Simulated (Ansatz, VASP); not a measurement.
Two plane-wave programs on Al

```
CELL_PARAMETERS angstrom
2.99680 0.00000 0.00000
-1.49840 2.59530 0.00000
0.00000 0.00000 9.85380
ATOMIC_POSITIONS crystal
Al 0.00000 0.00000 0.00000
Al 0.33333 0.66667 0.25000
Al 0.00000 0.00000 0.50000
Al 0.66667 0.33333 0.75000
```

Alike in both runs: task single point; functional PBEsol; dispersion D3(BJ); k mesh 18 × 18 × 6; occupations gaussian, width 0.15 eV; no spin polarisation.

```csv
,VASP,Ansatz
version,VASP 6.6.1,Ansatz 0.2.0
potentials or method,"VASP PAW PBE potentials, release 64 (Al), cutoff 520 eV","scalar-relativistic, plane waves, PAW"
valence electrons in the cell,12,12
```

|  | VASP | Ansatz | Ansatz less VASP |
| --- | --- | --- | --- |
| gap on the k mesh at the Fermi level (eV) | none | none | - |
| pressure (GPa) | -11.5 | -11.6 | -0.04 |
| traceless stress, the component that is largest in VASP (GPa) | 0.19 | 0.19 | +0.003 |

VASP's potentials were made for PBE, not for PBEsol, and Ansatz warns of the same on its side. A gap of «none» marks a metal or a gap that the smearing closes.
